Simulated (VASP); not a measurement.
# Al2O3 (Pbcn) in VASP: notebook

Al2O3 is run at these levels: PBE; tasks: single point, relaxation of shape and atoms at fixed volume.

Program: VASP 6.6.1. These are calculated values, not measurements. Logs are shortened: lines on timing, memory, paths and dates and some standing lists are left out, and cuts for length are marked.

## Step 1: The cell of the first run

The structure is orthorhombic, space group Pbcn (No. 60). The conventional cell has a = 6.785 Å, b = 4.646 Å, c = 4.786 Å, α = 90.00°, β = 90.00°, γ = 90.00°. Al (site symmetry 1) has 6 O at 1.80 to 1.95 Å within 2.4 Å. Within 2.7 Å of O (site symmetry 1) lie 4 Al at 1.82 to 1.95 Å and 9 O at 2.43 to 2.66 Å. Within 2.6 Å of O (site symmetry 2) lie 4 Al at 1.80 to 1.89 Å and 8 O at 2.43 to 2.54 Å.

## Step 2: Single point, PBE (7.54 Å³/atom)

Contents of INCAR:

```
ALGO = Normal
EDIFF = 1E-6
ENCUT = 520
GGA = PE
ISIF = 2
ISMEAR = 0
LASPH = True
LCHARG = False
LREAL = Auto
LWAVE = False
NBANDS = 64
NELM = 80
PREC = Accurate
SIGMA = 0.02
```

Contents of KPOINTS:

```
k-points
0
Gamma
  4 6 6
```

Contents of POSCAR:

```
Al2O3
1.0
    6.7848701222      0.0000000000      0.0000000000
    0.0000000000      4.6457233122      0.0000000000
    0.0000000000      0.0000000000      4.7864155175
Al O
8 12
Direct
    0.3887309459      0.2526397683      0.0343892076
    0.6112690541      0.2526397683      0.4656107924
    0.1112690541      0.2473602317      0.5343892076
    0.8887309459      0.2473602317      0.9656107924
    0.6112690541      0.7473602317      0.9656107924
    0.3887309459      0.7473602317      0.5343892076
    0.8887309459      0.7526397683      0.4656107924
    0.1112690541      0.7526397683      0.0343892076
    0.6544719560      0.1071794956      0.1029508448
    0.3455280440      0.1071794956      0.3970491552
    0.8455280440      0.3928205044      0.6029508448
    0.1544719560      0.3928205044      0.8970491552
    0.3455280440      0.8928205044      0.8970491552
    0.6544719560      0.8928205044      0.6029508448
    0.1544719560      0.6071794956      0.3970491552
    0.8455280440      0.6071794956      0.1029508448
    0.0000000000      0.0530844053      0.2500000000
    0.5000000000      0.4469155947      0.7500000000
    0.0000000000      0.9469155947      0.7500000000
    0.5000000000      0.5530844053      0.2500000000
```

Potentials or basis: VASP PAW PBE potentials, release 64 (Al, O).

Launch:

```sh
$ cat potpaw_PBE.64/Al/POTCAR potpaw_PBE.64/O/POTCAR > POTCAR
$ mpirun -np 1 vasp_std > vasp.out
```

OUTCAR:

```text
EDIFF = 1E-6
   ENCUT = 520
   GGA = PE
   ISIF = 2
   ISMEAR = 0
   LASPH = True
   LREAL = Auto
   NELM = 80
   PREC = Accurate

 ion  position               nearest neighbor table
   1  0.389  0.253  0.034-  18 1.80  13 1.82  12 1.84  10 1.89  20 1.89   9 1.95   2 2.56   5 2.77
                             5 2.81   8 2.99   8 2.99   3 3.04   3 3.04   2 3.11   6 3.32   6 3.32
   2  0.611  0.253  0.466-  18 1.80  14 1.82  11 1.84   9 1.89  20 1.89  10 1.95   1 2.56   6 2.77
                             6 2.81   7 2.99   7 2.99   4 3.04   4 3.04   1 3.11   5 3.32   5 3.32
   3  0.111  0.247  0.534-  17 1.80  15 1.82  10 1.84  12 1.89  19 1.89  11 1.95   4 2.56   7 2.77
                             7 2.81   6 2.99   6 2.99   1 3.04   1 3.04   4 3.11   8 3.32   8 3.32
   4  0.889  0.247  0.966-  17 1.80  16 1.82   9 1.84  11 1.89  19 1.89  12 1.95   3 2.56   8 2.77
                             8 2.81   5 2.99   5 2.99   2 3.04   2 3.04   3 3.11   7 3.32   7 3.32
   5  0.611  0.747  0.966-  20 1.80   9 1.82  16 1.84  14 1.89  18 1.89  13 1.95   6 2.56   1 2.77
                             1 2.81   4 2.99   4 2.99   7 3.04   7 3.04   6 3.11   2 3.32   2 3.32
   6  0.389  0.747  0.534-  20 1.80  10 1.82  15 1.84  13 1.89  18 1.89  14 1.95   5 2.56   2 2.77
                             2 2.81   3 2.99   3 2.99   8 3.04   8 3.04   5 3.11   1 3.32   1 3.32
   7  0.889  0.753  0.466-  19 1.80  11 1.82  14 1.84  16 1.89  17 1.89  15 1.95   8 2.56   3 2.77
                             3 2.81   2 2.99   2 2.99   5 3.04   5 3.04   8 3.11   4 3.32   4 3.32
   8  0.111  0.753  0.034-  19 1.80  12 1.82  13 1.84  15 1.89  17 1.89  16 1.95   7 2.56   4 2.77
                             4 2.81   1 2.99   1 2.99   6 3.04   6 3.04   7 3.11   3 3.32   3 3.32
   9  0.654  0.107  0.103-   5 1.82   4 1.84   2 1.89   1 1.95
  10  0.346  0.107  0.397-   6 1.82   3 1.84   1 1.89   2 1.95
  11  0.846  0.393  0.603-   7 1.82   2 1.84   4 1.89   3 1.95
  12  0.154  0.393  0.897-   8 1.82   1 1.84   3 1.89   4 1.95
  13  0.346  0.893  0.897-   1 1.82   8 1.84   6 1.89   5 1.95
  14  0.654  0.893  0.603-   2 1.82   7 1.84   5 1.89   6 1.95
  15  0.154  0.607  0.397-   3 1.82   6 1.84   8 1.89   7 1.95
  16  0.846  0.607  0.103-   4 1.82   5 1.84   7 1.89   8 1.95
  17  0.000  0.053  0.250-   3 1.80   4 1.80   7 1.89   8 1.89
  18  0.500  0.447  0.750-   1 1.80   2 1.80   5 1.89   6 1.89
  19  0.000  0.947  0.750-   7 1.80   8 1.80   3 1.89   4 1.89
  20  0.500  0.553  0.250-   5 1.80   6 1.80   1 1.89   2 1.89

  LATTYP: Found a simple orthorhombic cell.
 ALAT       =     4.6457233122
 B/A-ratio  =     1.0302842412
 C/A-ratio  =     1.4604550608

  Lattice vectors:

 A1 = (   0.0000000000,   4.6457233122,   0.0000000000)
 A2 = (   0.0000000000,   0.0000000000,   4.7864155175)
 A3 = (   6.7848701222,   0.0000000000,   0.0000000000)

Analysis of symmetry for initial positions (statically):
=====================================================================
 Subroutine PRICEL returns:
 Original cell was already a primitive cell.

 Routine SETGRP: Setting up the symmetry group for a
 simple orthorhombic supercell.

 Subroutine GETGRP returns: Found  8 space group operations
 (whereof  2 operations were pure point group operations)
 out of a pool of  8 trial point group operations.

The static configuration has the point symmetry S_2 .
 The point group associated with its full space group is D_2h.

Analysis of symmetry for dynamics (positions and initial velocities):
=====================================================================
 Subroutine PRICEL returns:
 Original cell was already a primitive cell.

 Routine SETGRP: Setting up the symmetry group for a
 simple orthorhombic supercell.

 Subroutine GETGRP returns: Found  8 space group operations
 (whereof  2 operations were pure point group operations)
 out of a pool of  8 trial point group operations.

The dynamic configuration has the point symmetry S_2 .
 The point group associated with its full space group is D_2h.

 Subroutine INISYM returns: Found  8 space group operations
 (whereof  2 operations are pure point group operations),
 and found     1 'primitive' translations

----------------------------------------------------------------------------------------

                                     Primitive cell

  volume of cell :     150.8708

  direct lattice vectors                    reciprocal lattice vectors
     6.784870122  0.000000000  0.000000000     0.147386756  0.000000000  0.000000000
     0.000000000  4.645723312  0.000000000     0.000000000  0.215251734  0.000000000
[... 59 lines left out ...]

  Cartesian coordinates                     Fractional coordinates (reciprocal lattice)
     0.036846689  0.000000000  0.000000000     0.250000000  0.000000000  0.000000000
     0.000000000  0.035875289  0.000000000     0.000000000  0.166666667  0.000000000
     0.000000000  0.000000000  0.034820768     0.000000000  0.000000000  0.166666667

  Length of vectors
     0.036846689  0.035875289  0.034820768

  Shift w.r.t. Gamma in fractional coordinates (k-lattice)
     0.000000000  0.000000000  0.000000000

 Subroutine IBZKPT returns following result:
 ===========================================

 Found     48 irreducible k-points:

 Following reciprocal coordinates:
            Coordinates               Weight
  0.000000  0.000000  0.000000      1.000000
  0.250000  0.000000  0.000000      2.000000
  0.500000  0.000000  0.000000      1.000000
  0.000000  0.166667  0.000000      2.000000
  0.250000  0.166667  0.000000      4.000000
  0.500000  0.166667  0.000000      2.000000
[... 16 lines left out ...]
  0.250000  0.500000  0.166667      4.000000
  0.500000  0.500000  0.166667      2.000000
 [... further k-points ...]
   k-points           NKPTS =     48   k-points in BZ     NKDIM =     48   number of bands    NBANDS=     64
   number of dos      NEDOS =    301   number of ions     NIONS =     20
   total plane-waves  NPLWV =  64800
   dimension x,y,z NGX =    50 NGY =   36 NGZ =   36
   dimension x,y,z NGXF=   100 NGYF=   72 NGZF=   72
   ions per type =               8  12
   NGX,Y,Z   is equivalent  to a cutoff of  12.25, 12.88, 12.50 a.u.
   NGXF,Y,Z  is equivalent  to a cutoff of  24.50, 25.77, 25.01 a.u.
 SYSTEM =  unknown system
   PREC   = accura    normal or accurate (medium, high low for compatibility)
   ISTART =      0    job   : 0-new  1-cont  2-samecut
   ICHARG =      2    charge: 1-file 2-atom 10-const
   ISPIN  =      1    spin polarized calculation?
   LNONCOLLINEAR =      F non collinear calculations
   LSORBIT =      F    spin-orbit coupling
   LASPH  =      T    aspherical Exc in radial PAW
   ENCUT  =  520.0 eV  38.22 Ry    6.18 a.u.  12.62  8.64  8.90*2*pi/ulx,y,z
   NELM   =     80;   NELMIN=  2; NELMDL= -5     # of ELM steps
   EDIFF  = 0.1E-05   stopping-criterion for ELM
   LREAL  =      T    real-space projection
   EDIFFG = 0.1E-04   stopping-criterion for IOM
   NSW    =      0    number of steps for IOM
   IBRION =     -1    ionic relax: 0-MD 1-quasi-New 2-CG
   NFREE  =      0    steps in history (QN), initial steepest desc. (CG)
   ISIF   =      2    stress and relaxation
   ISYM   =      2    0-nonsym 1-usesym 2-fastsym
   POTIM  = 0.5000    time-step for ionic-motion
   TEBEG  =    0.0;   TEEND  =   0.0 temperature during run
   PSTRESS=    0.0 pullay stress
   NELECT =      96.0000    total number of electrons
   NUPDOWN=      -1.0000    fix difference up-down
   EMIN   =  10.00;   EMAX   =-10.00  energy-range for DOS
   EFERMI =   0.00;   METHOD = LEGACY
   ISMEAR =     0;   SIGMA  =   0.02  broadening in eV -4-tet -1-fermi 0-gaus
   EFERMI_NEDOS =   21; number of points for ismear=-14 and -15
   IALGO  =     38    algorithm
   IMIX   =      4    mixing-type and parameters
     AMIX     =   0.40;   BMIX     =  1.00
     AMIX_MAG =   1.60;   BMIX_MAG =  1.00
  volume/ion in A,a.u.               =       7.54        50.91
  Fermi-wavevector in a.u.,A,eV,Ry     =   1.408089  2.660903 26.976476  1.982715
  Thomas-Fermi vector in A             =   2.530282
   LORBIT       =      0    0 simple, 1 ext, 2 COOP (PROOUT), +10 PAW based schemes
   GGA     = PE    functional components
   LHFCALC =     F    Hartree Fock is set to
   AEXX    =    0.0000 exact exchange contribution
   IVDW    =     0    specifies the selected vdW correction
   LEPSILON=     F    determine dielectric tensor
   LRPA    =     F    only Hartree local field effects (RPA)
 non-spin polarized calculation
 Gauss-broadening in eV      SIGMA  =   0.02
  energy-cutoff  :      520.00
  volume of cell :      150.87
 maximum number of plane-waves:      4093
   NGX = 25   NGY = 17   NGZ = 17

 number of electron      96.0000029 magnetization

 Free energy of the ion-electron system (eV)
  ---------------------------------------------------
  ext. energy  EPLUGINS =         0.00000000
  ---------------------------------------------------
  free energy    TOTEN  =      -145.54405357 eV

  energy without entropy =     -145.54405357  energy(sigma->0) =     -145.54405357

 E-fermi :   8.0287     XC(G=0): -12.3666

 val. band max:        7.9305529536   @ k =   0.0000   0.0000   0.0000
 cond. band min:      14.7679330478   @ k =   0.0000   0.0000   0.0000
 fundamental gap:      6.8373800942
 Fermi energy:         8.0286602941

 k-point     1 :       0.0000    0.0000    0.0000
  band No.  band energies     occupation
      1     -12.3710      2.00000
      2     -10.9755      2.00000
      3     -10.2473      2.00000
      4      -9.8477      2.00000
      5      -9.7407      2.00000
      6      -9.5609      2.00000
[... 1501 lines left out ...]
     59      19.2294      0.00000
     60      19.2294      0.00000

 [... further k-points ...]

 [bands above 60 left out]

------------------------ aborting loop because EDIFF is reached ----------------------------------------

  FORCE on cell =-STRESS in cart. coord.  units (eV):
  Direction    XX          YY          ZZ          XY          YZ          ZX
  --------------------------------------------------------------------------------------
  -------------------------------------------------------------------------------------
  Total       35.8008042     35.9088182     35.8396934      0.0000000      0.0000000      0.0000000
  in kB      380.1877226    381.3347797    380.6007068      0.0000000      0.0000000      0.0000000
  external PRESSURE =     380.7077364 kB  Pullay stress =       0.0000000 kB

 VOLUME and BASIS-vectors are now :
 -----------------------------------------------------------------------------
  energy-cutoff  :      520.00
  volume of cell :      150.87
      direct lattice vectors                 reciprocal lattice vectors
     6.784870122  0.000000000  0.000000000     0.147386756  0.000000000  0.000000000
     0.000000000  4.645723312  0.000000000     0.000000000  0.215251734  0.000000000
     0.000000000  0.000000000  4.786415518     0.000000000  0.000000000  0.208924611

 POSITION                                       TOTAL-FORCE (eV/Angst)
 -----------------------------------------------------------------------------------
      2.63749      1.17369      0.16460        -0.008696     -0.005694      0.002163
      4.14738      1.17369      2.22861         0.008696     -0.005694     -0.002163
      0.75495      1.14917      2.55781         0.008696      0.005694      0.002163
      6.02992      1.14917      4.62181        -0.008696      0.005694     -0.002163
      4.14738      3.47203      4.62181         0.008696      0.005694     -0.002163
      2.63749      3.47203      2.55781        -0.008696      0.005694      0.002163
[... 12 lines left out ...]
      0.00000      4.39911      3.58981        -0.000000      0.010240      0.000000
      3.39244      2.56948      1.19660        -0.000000     -0.010240      0.000000
 -----------------------------------------------------------------------------------
    total drift:                                0.000000     -0.000000     -0.000000

  FREE ENERGIE OF THE ION-ELECTRON SYSTEM (eV)
  ---------------------------------------------------
  free  energy   TOTEN  =      -145.5440535661 eV

  energy  without entropy=     -145.5440535661  energy(sigma->0) =     -145.54405357
```

Run time: 6.5 min. Hardware: 1 thread of Intel Xeon Platinum 8488C (Sapphire Rapids), shared host; peak memory 0.41 GiB.

Results:

```
Free energy            : -145.5441 eV
Pressure               : 38.1 GPa
Largest force          : 0.012 eV/Å
Band gap on the k mesh : 6.84 eV
```

Forces on the atoms (eV/Å):
```
Al  -0.009 -0.006  0.002
Al   0.009 -0.006 -0.002
Al   0.009  0.006  0.002
Al  -0.009  0.006 -0.002
Al   0.009  0.006 -0.002
Al  -0.009  0.006  0.002
Al  -0.009 -0.006 -0.002
Al   0.009 -0.006  0.002
O   -0.001  0.012  0.000
O    0.001  0.012  0.000
O    0.001 -0.012  0.000
O   -0.001 -0.012  0.000
O    0.001 -0.012  0.000
O   -0.001 -0.012  0.000
O   -0.001  0.012  0.000
O    0.001  0.012  0.000
O    0.000 -0.010  0.000
O    0.000  0.010  0.000
O    0.000  0.010  0.000
O    0.000 -0.010  0.000
```

Levels at points of the mesh, in eV from the valence-band top:
```csv
k point,band 46,band 47,band 48,band 49,band 50,band 51
"(0.00, 0.00, 0.00)",-0.24,-0.19,0.00,6.84,8.91,9.55
"(0.50, 0.00, 0.00)",-0.38,-0.19,-0.19,8.28,8.28,10.18
"(0.00, 0.50, 0.00)",-0.57,-0.22,-0.22,9.15,9.15,9.23
"(0.50, 0.50, 0.00)",-0.38,-0.36,-0.36,9.51,9.51,9.61
"(0.00, 0.00, 0.50)",-0.42,-0.17,-0.17,9.34,9.34,9.44
"(0.50, 0.00, 0.50)",-0.44,-0.44,-0.44,9.60,9.60,9.60
"(0.00, 0.50, 0.50)",-0.38,-0.38,-0.38,9.88,9.88,9.88
"(0.50, 0.50, 0.50)",-0.66,-0.66,-0.66,9.51,9.51,9.51
```

Caveat: the cell stands under pressure. A k mesh can miss the band edges.

(Continued in part 2 of 2.)
